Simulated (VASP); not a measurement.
## Ta3H: single point with PBE

Slab: Ta3H, a slab with vacuum.

```
Ta H
1.0
     2.87431    0.00000    0.00000
    -0.95810    2.70993    0.00000
     0.00000    0.00000   20.02669
Ta H
3 1
Direct
  0.50000 0.50000 0.19973
  0.00000 0.00000 0.31277
  0.50000 0.50000 0.42577
  0.66667 0.83333 0.50377
```

```json
{
  "Program": "VASP 6.6.1",
  "Task": "single point",
  "Functional": "PBE",
  "Potentials or basis": "VASP PAW PBE potentials, release 64 (Ta_pv, H)",
  "Cutoff": "520 eV",
  "k mesh": "10 × 10 × 1",
  "Occupations": "gaussian, width 0.1 eV",
  "Spin": "no spin polarisation"
}
```

| Item | Value |
| --- | --- |
| Largest force | 1.093 eV/Å |
| Band gap on the k mesh | zero (band 17 reaches 0.06 eV, above the bottom of band 18 at -1.44 eV) |

Forces in eV/Å, atoms in the order of the input:
```
Ta  -0.020  0.016  0.102
Ta   0.011 -0.101 -0.543
Ta  -0.060 -1.005  0.411
H    0.069  1.090  0.030
```

Levels at points of the mesh, in eV from the Fermi level:
```
           k point  band 15  band 16  band 17  band 18  band 19  band 20
(0.00, 0.00, 0.00)    -0.78    -0.33     0.29     0.60     0.94     1.05
(0.50, 0.00, 0.00)    -1.43    -0.97    -0.05     0.77     1.62     3.06
(0.00, 0.50, 0.00)    -1.43    -0.70    -0.13     1.22     2.13     3.27
(0.50, 0.50, 0.00)    -1.41    -0.70     1.14     1.40     2.26     2.76
```

Run time: 3.4 min on 1 thread of AMD EPYC 9R45 96-Core Processor (Zen 5), on a shared host, peak memory 0.33 GiB.

Caveat: spin-orbit coupling is left out, which moves the levels of the heavy elements.
